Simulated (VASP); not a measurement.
A run of VASP 6.6.1 is set up as follows.

The input POSCAR:

```
MgI2
1.0
    4.1573370000      0.0000000000      0.0000000000
   -2.0786680000      3.6003600000      0.0000000000
    0.0000000000      0.0000000000      6.8680080000
Mg I
1 2
Direct
    0.0000000000      0.0000000000      0.0000000000
    0.3333000000      0.6667000000      0.7576300000
    0.6667000000      0.3333000000      0.2423700000
```

The input INCAR.step1:

```
PREC     = Accurate       # precision mode
ENCUT    = 520            # plane-wave cutoff, eV
ISMEAR   = -1             # smearing method
SIGMA    = 0.1            # smearing width, eV
LREAL    = False          # projectors in reciprocal space
LASPH    = True           # aspherical terms in the spheres
NELM     = 100            # most SCF steps
NBANDS   = 15             # bands
GGA      = PE             # functional
ALGO     = Normal         # electronic algorithm
EDIFF    = 1E-4           # SCF threshold, eV
LWAVE    = True           # write WAVECAR
LCHARG   = False          # write CHGCAR
```

INCAR.step2

```
PREC     = Accurate       # precision mode
ENCUT    = 520            # plane-wave cutoff, eV
EDIFF    = 1E-6           # SCF threshold, eV
ISMEAR   = -1             # smearing method
SIGMA    = 0.1            # smearing width, eV
LREAL    = False          # projectors in reciprocal space
LASPH    = True           # aspherical terms in the spheres
NELM     = 100            # most SCF steps
ALGO     = Normal         # electronic algorithm
ISIF     = 2              # what is computed and relaxed
LWAVE    = False          # write WAVECAR
LCHARG   = False          # write CHGCAR
METAGGA  = R2SCAN         # meta-GGA
LMIXTAU  = True         
NBANDS   = 15             # bands
ISTART   = 1
```

The input KPOINTS:

```
Automatic mesh
0
Gamma
  7 7 4
```

Potentials or basis: VASP PAW PBE potentials, release 64 (Mg, I).

Command:

```console
$ cat potpaw_PBE.64/Mg/POTCAR potpaw_PBE.64/I/POTCAR > POTCAR
$ cp INCAR.step1 INCAR
$ mpirun -np 1 vasp_std > vasp.out
$ cp INCAR.step2 INCAR
$ mpirun -np 1 vasp_std > vasp.out
```

(1) What does it give for the largest force?

(2) What does it give for the pressure?

Results:

(1) 0.027 eV/Å.

(2) 0.6 GPa.

Caveat: the PAW data sets were made with another functional, which shifts forces and pressure a little.
